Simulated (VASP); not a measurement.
# Pd (Fm-3m) in VASP: settings compared

Pd is run at these levels: HF, r2SCANh; tasks: single point.

Everything below comes from runs of VASP 6.6.1. Logs are shortened: lines on timing, memory, paths and dates and some standing lists are left out, and cuts for length are marked.

**1. The cell of the first run**

The structure is cubic, space group Fm-3m (No. 225). Conventional cell: a = 4.242 Å, b = 4.242 Å, c = 4.242 Å, α = 90.00°, β = 90.00°, γ = 90.00°. Within 3.9 Å of Pd (site symmetry m-3m) lie 12 Pd at 3.00 Å.

**2. Single point, HF**

Contents of POSCAR:

```
Pd
1.0
    0.0000000000      2.1209554777      2.1209554777
    2.1209554777      0.0000000000      2.1209554777
    2.1209554777      2.1209554777      0.0000000000
Pd
1
Direct
    0.0000000000      0.0000000000      0.0000000000
```

Contents of INCAR.step1:

```
PREC     = Accurate       # precision mode
ENCUT    = 520            # plane-wave cutoff, eV
EDIFF    = 1E-5           # SCF threshold, eV
ISMEAR   = -1             # smearing method
SIGMA    = 0.05           # smearing width, eV
LREAL    = False          # projectors in reciprocal space
LASPH    = True           # aspherical terms in the spheres
NELM     = 100            # most SCF steps
ALGO     = Normal         # electronic algorithm
ISIF     = 2              # what is computed and relaxed
LWAVE    = True           # write WAVECAR
LCHARG   = False          # write CHGCAR
NBANDS   = 11             # bands
GGA      = PE             # functional
```

Contents of INCAR.step2:

```
PREC     = Accurate       # precision mode
ENCUT    = 520            # plane-wave cutoff, eV
EDIFF    = 1E-6           # SCF threshold, eV
ISMEAR   = -1             # smearing method
SIGMA    = 0.05           # smearing width, eV
LREAL    = False          # projectors in reciprocal space
LASPH    = True           # aspherical terms in the spheres
NELM     = 100            # most SCF steps
ALGO     = Normal         # electronic algorithm
ISIF     = 2              # what is computed and relaxed
LWAVE    = False          # write WAVECAR
LCHARG   = False          # write CHGCAR
GGA      = PE             # functional
LHFCALC  = True           # exact exchange
AEXX     = 1.0            # exact-exchange fraction
ALDAC    = 0.0          
AGGAC    = 0.0          
PRECFOCK = Normal       
NBANDS   = 11             # bands
ISTART   = 1
```

Contents of KPOINTS:

```
Automatic mesh
0
Gamma
  6 6 6
```

Potentials or basis: VASP PAW PBE potentials, release 64 (Pd).

Started as:

```bash
$ cat potpaw_PBE.64/Pd/POTCAR > POTCAR
$ cp INCAR.step1 INCAR
$ mpirun -np 1 vasp_std > vasp.out
$ cp INCAR.step2 INCAR
$ mpirun -np 1 vasp_std > vasp.out
```

OUTCAR:

```text
PREC = Accurate
   ENCUT = 520
   EDIFF = 1E-6
   ISMEAR = -1
   LREAL = False
   LASPH = True
   NELM = 100
   ISIF = 2
   GGA = PE
   LHFCALC = True
   AEXX = 1.0
   PRECFOCK = Normal
   ISTART = 1

 ion  position               nearest neighbor table
   1  0.000  0.000  0.000-

  LATTYP: Found a face centered cubic cell.
 ALAT       =     4.2419109554

  Lattice vectors:

 A1 = (   0.0000000000,   2.1209554777,   2.1209554777)
 A2 = (   2.1209554777,   0.0000000000,   2.1209554777)
 A3 = (   2.1209554777,   2.1209554777,   0.0000000000)

Analysis of symmetry for initial positions (statically):
=====================================================================
 Subroutine PRICEL returns:
 Original cell was already a primitive cell.

 Routine SETGRP: Setting up the symmetry group for a
 face centered cubic supercell.

 Subroutine GETGRP returns: Found 48 space group operations
 (whereof 48 operations were pure point group operations)
 out of a pool of 48 trial point group operations.

The static configuration has the point symmetry O_h .

Analysis of symmetry for dynamics (positions and initial velocities):
=====================================================================
 Subroutine PRICEL returns:
 Original cell was already a primitive cell.

 Routine SETGRP: Setting up the symmetry group for a
 face centered cubic supercell.

 Subroutine GETGRP returns: Found 48 space group operations
 (whereof 48 operations were pure point group operations)
 out of a pool of 48 trial point group operations.

The dynamic configuration has the point symmetry O_h .

 Subroutine INISYM returns: Found 48 space group operations
 (whereof 48 operations are pure point group operations),
 and found     1 'primitive' translations

----------------------------------------------------------------------------------------

                                     Primitive cell

  volume of cell :      19.0820

  direct lattice vectors                    reciprocal lattice vectors
     0.000000000  2.120955478  2.120955478    -0.235742808  0.235742808  0.235742808
     2.120955478  0.000000000  2.120955478     0.235742808 -0.235742808  0.235742808
     2.120955478  2.120955478  0.000000000     0.235742808  0.235742808 -0.235742808

  length of vectors
     2.999484002  2.999484002  2.999484002     0.408318521  0.408318521  0.408318521

  position of ions in fractional coordinates (direct lattice)
     0.000000000  0.000000000  0.000000000

  ion indices of the primitive-cell ions
   primitive index   ion index
                 1           1

----------------------------------------------------------------------------------------

 KPOINTS: Automatic mesh

Automatic generation of k-mesh.
 Grid dimensions read from file:
 generate k-points for:    6    6    6

 Generating k-lattice:

  Cartesian coordinates                     Fractional coordinates (reciprocal lattice)
    -0.039290468  0.039290468  0.039290468     0.166666667  0.000000000  0.000000000
     0.039290468 -0.039290468  0.039290468     0.000000000  0.166666667  0.000000000
     0.039290468  0.039290468 -0.039290468     0.000000000  0.000000000  0.166666667

  Length of vectors
     0.068053087  0.068053087  0.068053087

  Shift w.r.t. Gamma in fractional coordinates (k-lattice)
     0.000000000  0.000000000  0.000000000

 Subroutine IBZKPT returns following result:
 ===========================================

 Found     16 irreducible k-points:

 Following reciprocal coordinates:
            Coordinates               Weight
  0.000000  0.000000  0.000000      1.000000
  0.166667  0.000000  0.000000      8.000000
  0.333333  0.000000  0.000000      8.000000
  0.500000  0.000000  0.000000      4.000000
  0.166667  0.166667  0.000000      6.000000
  0.333333  0.166667  0.000000     24.000000
[... 8 lines left out ...]
 -0.333333  0.333333  0.166667     24.000000
 -0.333333  0.500000  0.166667     12.000000
   k-points           NKPTS =     16   k-points in BZ     NKDIM =    216   number of bands    NBANDS=     11
   number of dos      NEDOS =    301   number of ions     NIONS =      1
   total plane-waves  NPLWV =  13824
   dimension x,y,z NGX =    24 NGY =   24 NGZ =   24
   dimension x,y,z NGXF=    48 NGYF=   48 NGZF=   48
   ions per type =               1
   NGX,Y,Z   is equivalent  to a cutoff of  13.30, 13.30, 13.30 a.u.
   NGXF,Y,Z  is equivalent  to a cutoff of  26.60, 26.60, 26.60 a.u.
 SYSTEM =  unknown system
   PREC   = accura    normal or accurate (medium, high low for compatibility)
   ISTART =      1    job   : 0-new  1-cont  2-samecut
   ICHARG =      0    charge: 1-file 2-atom 10-const
   ISPIN  =      1    spin polarized calculation?
   LNONCOLLINEAR =      F non collinear calculations
   LSORBIT =      F    spin-orbit coupling
   LASPH  =      T    aspherical Exc in radial PAW
   ENCUT  =  520.0 eV  38.22 Ry    6.18 a.u.   5.58  5.58  5.58*2*pi/ulx,y,z
   NELM   =    100;   NELMIN=  2; NELMDL=  0     # of ELM steps
   EDIFF  = 0.1E-05   stopping-criterion for ELM
   LREAL  =      F    real-space projection
   EDIFFG = 0.1E-04   stopping-criterion for IOM
   NSW    =      0    number of steps for IOM
   IBRION =     -1    ionic relax: 0-MD 1-quasi-New 2-CG
   NFREE  =      0    steps in history (QN), initial steepest desc. (CG)
   ISIF   =      2    stress and relaxation
   ISYM   =      3    0-nonsym 1-usesym 2-fastsym
   POTIM  = 0.5000    time-step for ionic-motion
   TEBEG  =    0.0;   TEEND  =   0.0 temperature during run
   PSTRESS=    0.0 pullay stress
   NELECT =      10.0000    total number of electrons
   NUPDOWN=      -1.0000    fix difference up-down
   EMIN   =  10.00;   EMAX   =-10.00  energy-range for DOS
   EFERMI =   0.00;   METHOD = LEGACY
   ISMEAR =    -1;   SIGMA  =   0.05  broadening in eV -4-tet -1-fermi 0-gaus
   EFERMI_NEDOS =   21; number of points for ismear=-14 and -15
   IALGO  =     38    algorithm
   IMIX   =      1    mixing-type and parameters
     AMIX     =   0.40;   BMIX     =  1.00
     AMIX_MAG =   1.60;   BMIX_MAG =  1.00
  volume/ion in A,a.u.               =      19.08       128.77
  Fermi-wavevector in a.u.,A,eV,Ry     =   1.319876  2.494205 23.702354  1.742074
  Thomas-Fermi vector in A             =   2.449743
   LORBIT       =      0    0 simple, 1 ext, 2 COOP (PROOUT), +10 PAW based schemes
   GGA     = PE    functional components
   LHFCALC =     T    Hartree Fock is set to
   PRECFOCK=normal    Normal, Fast or Accurate (Low or Medium for compatibility)
   ENCUT4O =  -1.0   cutoff for four orbital integrals eV
   NKREDX  =     1    reduce k-point grid by
   NKREDY  =     1    reduce k-point grid by
   NKREDZ  =     1    reduce k-point grid by
   AEXX    =    1.0000 exact exchange contribution
   HFSCREEN=    0.0000 screening length (either q_TF or 0.3 A-1)
   HFSCREENC=   0.0000 screening length for correlation (either q_TF or 0.3 A-1)
   ENCUTFOCK=  -1.0 apply spherical cutoff to Coloumb kernel
   IVDW    =     0    specifies the selected vdW correction
   LEPSILON=     F    determine dielectric tensor
   LRPA    =     F    only Hartree local field effects (RPA)
 non-spin polarized calculation
  energy-cutoff  :      520.00
  volume of cell :       19.08
 maximum number of plane-waves:       531
 NGX is ok and might be reduce to    24
  NGX = 18; NGY = 18; NGZ = 18

 number of electron      10.0000000 magnetization

 Free energy of the ion-electron system (eV)
  ---------------------------------------------------
  ext. energy  EPLUGINS =         0.00000000
  ---------------------------------------------------
  free energy    TOTEN  =        -9.62751366 eV

  energy without entropy =       -9.62438953  energy(sigma->0) =       -9.62595160

 E-fermi :   5.0818     XC(G=0):   0.0000

 val. band max:        3.0439950317   @ k =   0.5000   0.3333   0.0000
 cond. band min:       5.1367742718   @ k =  -0.3333   0.5000   0.1667
 fundamental gap:      2.0927792401
 Fermi energy:         5.0818434985

 k-point     1 :       0.0000    0.0000    0.0000
  band No.  band energies     occupation
      1      -0.2569      2.00000
      2      -0.1174      2.00000
      3      -0.1174      2.00000
      4      -0.1174      2.00000
      5       0.9026      2.00000
      6       0.9026      2.00000
      7      29.0616      0.00000
      8      32.9611      0.00000
      9      32.9611      0.00000
     10      32.9611      0.00000
     11      36.8769      0.00000

 k-point     2 :       0.1667    0.0000    0.0000
  band No.  band energies     occupation
      1      -0.6194      2.00000
      2       0.0885      2.00000
      3       0.0885      2.00000
      4       0.9988      2.00000
      5       0.9988      2.00000
      6       1.7799      2.00000
      7      28.1948      0.00000
      8      29.9933      0.00000
      9      33.6360      0.00000
     10      33.6360      0.00000
     11      36.5870      0.00000

 k-point     3 :       0.3333    0.0000    0.0000
  band No.  band energies     occupation
      1      -1.4804      2.00000
      2      -0.2000      2.00000
      3      -0.2000      2.00000
      4       1.9395      2.00000
      5       1.9395      2.00000
      6       8.4949      0.00000
      7      22.2141      0.00000
      8      28.9458      0.00000
      9      33.2713      0.00000
     10      33.2713      0.00000
     11      36.7588      0.00000
[... 155 lines left out ...]
 k-point    15 :      -0.3333    0.3333    0.1667
  band No.  band energies     occupation
      1      -1.2668      2.00000
      2      -0.6997      2.00000
      3       0.1641      2.00000
      4       0.8824      2.00000
      5       2.8376      2.00000
      6      17.0515      0.00000
      7      18.4930      0.00000
      8      24.4545      0.00000
      9      24.7713      0.00000
     10      33.5634      0.00000
     11      36.9830      0.00000

 k-point    16 :      -0.3333    0.5000    0.1667
  band No.  band energies     occupation
      1      -1.8550      2.00000
      2      -1.3521      2.00000
      3       1.1487      2.00000
      4       1.3122      2.00000
      5       5.1368      0.50000
      6      17.4326      0.00000
      7      21.2785      0.00000
      8      21.9326      0.00000
      9      22.5412      0.00000
     10      34.2962      0.00000
     11      35.9705      0.00000

------------------------ aborting loop because EDIFF is reached ----------------------------------------

  FORCE on cell =-STRESS in cart. coord.  units (eV):
  Direction    XX          YY          ZZ          XY          YZ          ZX
  --------------------------------------------------------------------------------------
  -------------------------------------------------------------------------------------
  Total       -0.0676132     -0.0676132     -0.0676132     -0.0000000      0.0000000      0.0000000
  in kB       -5.6769795     -5.6769795     -5.6769795     -0.0000000      0.0000000      0.0000000
  external PRESSURE =      -5.6769795 kB  Pullay stress =       0.0000000 kB

 VOLUME and BASIS-vectors are now :
 -----------------------------------------------------------------------------
  energy-cutoff  :      520.00
  volume of cell :       19.08
      direct lattice vectors                 reciprocal lattice vectors
     0.000000000  2.120955478  2.120955478    -0.235742808  0.235742808  0.235742808
     2.120955478  0.000000000  2.120955478     0.235742808 -0.235742808  0.235742808
     2.120955478  2.120955478  0.000000000     0.235742808  0.235742808 -0.235742808

 POSITION                                       TOTAL-FORCE (eV/Angst)
 -----------------------------------------------------------------------------------
      0.00000      0.00000      0.00000         0.000000      0.000000      0.000000
 -----------------------------------------------------------------------------------
    total drift:                                0.000000      0.000000      0.000000

  FREE ENERGIE OF THE ION-ELECTRON SYSTEM (eV)
  ---------------------------------------------------
  free  energy   TOTEN  =        -9.6275136635 eV

  energy  without entropy=       -9.6243895345  energy(sigma->0) =       -9.62595160
```

Wall time 25 min (1 thread of Intel Xeon Platinum 8259CL at 2.50GHz (Skylake/Cascade Lake), shared host); peak memory 0.15 GiB.

Results:

```yaml
Free_energy: -9.6275 eV
Pressure: -0.6 GPa
Band_gap_on_the_k_mesh: zero (bands 5 and 6 overlap by 4.86 eV)
```

Levels at points of the mesh, in eV from the Fermi level:
| k point | band 1 | band 2 | band 3 | band 4 | band 5 | band 6 | band 7 | band 8 | band 9 | band 10 |
| --- | --- | --- | --- | --- | --- | --- | --- | --- | --- | --- |
| (0.00, 0.00, 0.00) | -5.34 | -5.20 | -5.20 | -5.20 | -4.18 | -4.18 | 23.98 | 27.88 | 27.88 | 27.88 |
| (0.50, 0.00, 0.00) | -6.95 | -5.50 | -5.50 | -2.56 | -2.56 | 6.99 | 12.91 | 22.99 | 26.88 | 26.88 |
| (0.50, 0.50, 0.00) | -7.59 | -7.28 | -3.10 | 0.68 | 0.68 | 9.39 | 16.18 | 19.22 | 19.22 | 26.39 |

Caveat: the k points lie up to 0.43 Å⁻¹ apart, too coarse for converged energies and pressures of a metal; the PAW data sets were made with another functional, which shifts forces and pressure a little.

**3. Single point, r2SCANh**

This run uses another cell than the first one, of 14.75 Å³/atom.

Contents of POSCAR:

```
Pd
1.0
    0.0000000000      1.9465000000      1.9465000000
    1.9465000000      0.0000000000      1.9465000000
    1.9465000000      1.9465000000      0.0000000000
Pd
1
Direct
    0.0000000000      0.0000000000      0.0000000000
```

Contents of INCAR.step1:

```
PREC     = Accurate       # precision mode
ENCUT    = 510            # plane-wave cutoff, eV
EDIFF    = 1E-5           # SCF threshold, eV
ISMEAR   = -1             # smearing method
SIGMA    = 0.05           # smearing width, eV
LREAL    = F              # projectors in reciprocal space
LASPH    = T              # aspherical terms in the spheres
NELM     = 120            # most SCF steps
ALGO     = Normal         # electronic algorithm
ISIF     = 2              # what is computed and relaxed
LWAVE    = T              # write WAVECAR
NBANDS   = 15             # bands
GGA      = PE             # functional
GGA_COMPAT= F
```

Contents of INCAR.step2:

```
PREC     = Accurate       # precision mode
ENCUT    = 510            # plane-wave cutoff, eV
EDIFF    = 1E-6           # SCF threshold, eV
ISMEAR   = -1             # smearing method
SIGMA    = 0.05           # smearing width, eV
LREAL    = F              # projectors in reciprocal space
LASPH    = T              # aspherical terms in the spheres
NELM     = 120            # most SCF steps
ALGO     = Normal         # electronic algorithm
ISIF     = 2              # what is computed and relaxed
LWAVE    = F              # write WAVECAR
LCHARG   = T              # write CHGCAR
METAGGA  = R2SCAN         # meta-GGA
LHFCALC  = T              # exact exchange
AEXX     = 0.1            # exact-exchange fraction
LMIXTAU  = T            
PRECFOCK = Normal       
LELF     = T              # ELF
LVHAR    = T            
NBANDS   = 15             # bands
ISTART   = 1            
GGA_COMPAT= F
```

Contents of KPOINTS:

```
regular mesh
0
Gamma
  6 6 6
```

Potentials or basis: VASP PAW PBE potentials, release 64 (Pd_sv_GW).

Started as:

```bash
$ cat potpaw_PBE.64/Pd_sv_GW/POTCAR > POTCAR
$ cp INCAR.step1 INCAR
$ mpirun -np 1 vasp_std > vasp.out
$ cp INCAR.step2 INCAR
$ mpirun -np 1 vasp_std > vasp.out
```

Run time: 10 min. Hardware: 1 thread of Intel Xeon Platinum 8488C (Sapphire Rapids), shared host; peak memory 0.15 GiB.

Results (log left out):

```
Free energy            : -19.4168 eV
Pressure               : -3.8 GPa
Band gap on the k mesh : zero (bands 9 and 10 overlap by 2.21 eV)
```

Levels at points of the mesh, in eV from the Fermi level:
```
           k point  band 7  band 8  band 9  band 10  band 11  band 12
(0.00, 0.00, 0.00)   -3.23   -3.23   -1.64    -1.64    18.51    23.49
(0.50, 0.00, 0.00)   -3.33   -0.17   -0.17     1.78     8.47    17.94
(0.50, 0.50, 0.00)   -0.34    0.52    0.52     4.27    12.13    14.66
```

Caveat: the k points lie up to 0.47 Å⁻¹ apart, too coarse for converged energies and pressures of a metal; the PAW data sets were made with another functional, which shifts forces and pressure a little.

The gap in the log of VASP goes by the Fermi energy; the results here count the filled bands.